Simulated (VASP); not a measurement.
Input of a VASP 6.6.1 run:

The input POSCAR:

```
LiF
1.0
    2.5472084227      0.0000000000      0.0000000000
    0.0000000000      2.5162584438      0.0000000000
    0.0000000000      0.0000000000      2.5162584438
Li F
1 1
Direct
    0.0000000000      0.0000000000      0.0000000000
    0.5000000000      0.5000000000      0.5000000000
```

Contents of INCAR.step1:

```
SYSTEM = LiF
PREC     = Accurate       ! precision mode
ENCUT    = 910            ! plane-wave cutoff, eV
ISMEAR   = 0              ! smearing method
SIGMA    = 0.01           ! smearing width, eV
LREAL    = .FALSE.        ! projectors in reciprocal space
LASPH    = .TRUE.         ! aspherical terms in the spheres
NELM     = 120            ! most SCF steps
NBANDS   = 12             ! bands
GGA      = PE             ! functional
ALGO     = Normal         ! electronic algorithm
EDIFF    = 1E-5           ! SCF threshold, eV
LWAVE    = .TRUE.         ! write WAVECAR
LCHARG   = .FALSE.        ! write CHGCAR
GGA_COMPAT= .FALSE.
```

Contents of INCAR.step2:

```
SYSTEM = LiF
PREC     = Accurate       ! precision mode
ENCUT    = 910            ! plane-wave cutoff, eV
EDIFF    = 1E-6           ! SCF threshold, eV
ISMEAR   = 0              ! smearing method
SIGMA    = 0.01           ! smearing width, eV
LREAL    = .FALSE.        ! projectors in reciprocal space
LASPH    = .TRUE.         ! aspherical terms in the spheres
NELM     = 120            ! most SCF steps
ALGO     = Normal         ! electronic algorithm
ISIF     = 2              ! what is computed and relaxed
LWAVE    = .FALSE.        ! write WAVECAR
LCHARG   = .FALSE.        ! write CHGCAR
METAGGA  = R2SCAN         ! meta-GGA
LMIXTAU  = .TRUE.       
NBANDS   = 12             ! bands
ISTART   = 1            
GGA_COMPAT= .FALSE.
```

The input KPOINTS:

```
Automatic mesh
0
G
  10 10 10
  0 0 0
```

Potentials or basis: VASP PAW PBE potentials, release 64 (Li_sv, F_h).

Command:

```bash
$ cat potpaw_PBE.64/Li_sv/POTCAR potpaw_PBE.64/F_h/POTCAR > POTCAR
$ cp INCAR.step1 INCAR
$ mpirun -np 1 vasp_std > vasp.out
$ cp INCAR.step2 INCAR
$ mpirun -np 1 vasp_std > vasp.out
```

Task: What does it give for the pressure?

Result: -2.3 GPa.

Task: Predict the band gap on the k mesh.

Result: 8.95 eV (least direct gap 9.66 eV).

Stress tensor (GPa, compression positive):
```
-5.06  0.00  0.00
 0.00 -0.99  0.00
 0.00  0.00 -0.99
```

Caveat: the cell differs from its parent crystal (uniaxial x strain +1.2%); the cutoff is under 1.25 times the usual one of these potentials, so pressure, stress and relaxed cells hold a basis-set (Pulay) error; the PAW data sets were made with another functional, which shifts forces and pressure a little. A k mesh can miss the band edges.
